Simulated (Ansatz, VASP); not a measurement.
**Two plane-wave programs on PtS2**

```
Pt S
1.0
     3.54320    0.00000    0.00000
    -1.77160    3.06850    0.00000
     0.00000    0.00000    5.03880
Pt S
1 2
Cartesian
  0.0000 0.0000 0.0000
  -0.0707 2.1164 1.2597
  1.7009 1.0935 3.7791
```

Change from the starting cell: all S atoms moved -0.100 Å, as atom 2 along Cartesian [1 -1 0].

Alike in both runs: task single point; functional PBE; k mesh 12 × 12 × 8; occupations gaussian, width 0.05 eV; no spin polarisation.

|  | VASP | Ansatz |
| --- | --- | --- |
| version | VASP 6.6.1 | Ansatz 0.2.0 |
| potentials or method | VASP PAW PBE potentials, release 64 (Pt, S), cutoff 520 eV | scalar-relativistic, plane waves, PAW |
| valence electrons in the cell | 22 | 30 |

Ansatz gave:

```
gap on the k mesh at the Fermi level (eV)                     : 0.57
least direct gap on the mesh (eV)                             : 0.80
pressure (GPa)                                                : 3.1
traceless stress, the component that is largest in VASP (GPa) : -1.96
rms of the force components (eV/Å)                            : 0.673
```

Problem. Estimate VASP's values.

Solution. gap on the k mesh at the Fermi level (eV): 0.57; least direct gap on the mesh (eV): 0.81; pressure (GPa): 2.6; traceless stress, the component that is largest in VASP (GPa): -1.84; rms of the force components (eV/Å): 0.673.

Atom by atom the forces differ by 0.019 eV/Å (rms over components). The functional is the same, so the differences come from potentials, cutoffs and numerics. VASP's potentials hold 22 valence electrons a cell and Ansatz's 30, so a difference there can come from the potentials and not from the codes.

Spin-orbit coupling is off throughout.
